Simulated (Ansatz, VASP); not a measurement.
ZnAu in VASP and in Ansatz

File POSCAR:

```
ZnAu
1.0
    3.1485066216      0.0000000000      0.0000000000
    0.0000000000      3.1485066216      0.0000000000
    0.0000000000      0.0000000000      3.2429618202
Zn Au
1 1
Direct
    0.5000000000      0.5000000000      0.5000000000
    0.0000000000      0.0000000000      0.0000000000
```

INCAR.step1

```
ALGO     = Normal         # electronic algorithm
EDIFF    = 1E-4           # SCF threshold, eV
ENCUT    = 520            # plane-wave cutoff, eV
GGA      = PE             # functional
ISMEAR   = 0              # smearing method
LASPH    = True           # aspherical terms in the spheres
LCHARG   = False          # write CHGCAR
LREAL    = False          # projectors in reciprocal space
LWAVE    = True           # write WAVECAR
NBANDS   = 18             # bands
NELM     = 80             # most SCF steps
PREC     = Accurate       # precision mode
SIGMA    = 0.1            # smearing width, eV
```

File INCAR.step2:

```
ALGO     = Normal         # electronic algorithm
EDIFF    = 1E-6           # SCF threshold, eV
ENCUT    = 520            # plane-wave cutoff, eV
ISIF     = 2              # what is computed and relaxed
ISMEAR   = 0              # smearing method
ISTART   = 1            
LASPH    = True           # aspherical terms in the spheres
LCHARG   = False          # write CHGCAR
LMIXTAU  = True         
LREAL    = False          # projectors in reciprocal space
LWAVE    = False          # write WAVECAR
METAGGA  = R2SCAN         # meta-GGA
NBANDS   = 18             # bands
NELM     = 80             # most SCF steps
PREC     = Accurate       # precision mode
SIGMA    = 0.1            # smearing width, eV
```

File KPOINTS:

```
k-points
0
Gamma
  16 16 16
```

Input for Ansatz:

```yaml
crystal:
  lattice:
    - [3.1485066216, 0.0, 0.0]
    - [0.0, 3.1485066216, 0.0]
    - [0.0, 0.0, 3.2429618202]
  atoms:
    - { symbol: Zn, position: [0.5, 0.5, 0.5] }
    - { symbol: Au, position: [0.0, 0.0, 0.0] }
basis:
  ecutwfc: 500
kpoints:
  mp_grid: { grid: [16, 16, 16] }
hamiltonian:
  xc: r2scan
scf:
  occupations: { method: gaussian, width: 0.1 }
output:
  forces: true
  stress: true
  eigenvalues: true
```

Change from the starting cell: strain along c alone, the other axes held, atoms relaxed: +3.0 %.

Alike in both runs: task single point; functional r2SCAN; k mesh 16 × 16 × 16; occupations gaussian, width 0.1 eV; no spin polarisation.

```csv
,VASP,Ansatz
version,VASP 6.6.1,Ansatz 0.2.0
potentials or method,"VASP PAW PBE potentials, release 64 (Zn, Au), cutoff 520 eV","scalar-relativistic, plane waves, PAW"
valence electrons in the cell,23,31
```

```csv
,VASP,Ansatz,Ansatz less VASP
gap on the k mesh at the Fermi level (eV),none,none,-
pressure (GPa),-3.4,-3.7,-0.27
"traceless stress, the component that is largest in VASP (GPa)",-0.09,-0.21,-0.125
```

VASP's potentials were made for PBE, not for r2SCAN. A gap of «none» marks a metal or a gap that the smearing closes. The functional is the same, so the differences come from potentials, cutoffs and numerics. VASP's potentials hold 23 valence electrons a cell and Ansatz's 31, so a difference there can come from the potentials and not from the codes.

Spin-orbit coupling is off throughout.
